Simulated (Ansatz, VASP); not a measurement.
**Two plane-wave programs on GdN**

```
CELL_PARAMETERS angstrom
0.00000 2.49187 2.49187
2.49187 0.00000 2.49187
2.49187 2.49187 0.00000
ATOMIC_POSITIONS crystal
Gd 0.00000 0.00000 0.00000
N 0.50000 0.50000 0.50000
```

Alike in both runs: functional PBE; k mesh 20 × 20 × 20; occupations gaussian, width 0.1 eV; collinear spin.

Ansatz relaxed the structure, and its values are those at the end. VASP's run is a single point on that final structure, the one shown.

|  | VASP | Ansatz |
| --- | --- | --- |
| version | VASP 6.6.1 | Ansatz 0.2.0 |
| potentials or method | VASP PAW PBE potentials, release 64 (Gd, N), cutoff 520 eV | scalar-relativistic, plane waves, PAW |
| valence electrons in the cell | 23 | 23 |

|  | VASP | Ansatz | Ansatz less VASP |
| --- | --- | --- | --- |
| gap on the k mesh at the Fermi level (eV) | none | none | - |
| pressure (GPa) | 0.0 | 0.0 | -0.02 |
| net moment per atom (μB) | 3.50 | 3.50 | 0.000 |
| size of the moment on the site where the two differ most (μB) | 6.80 | 6.86 | +0.061 |

Site moments also hang on the region over which each program counts them. A gap of «none» marks a metal or a gap that the smearing closes. With one functional, cell and mesh, what is left measures potentials, basis and numerics.

Spin-orbit coupling is off throughout.
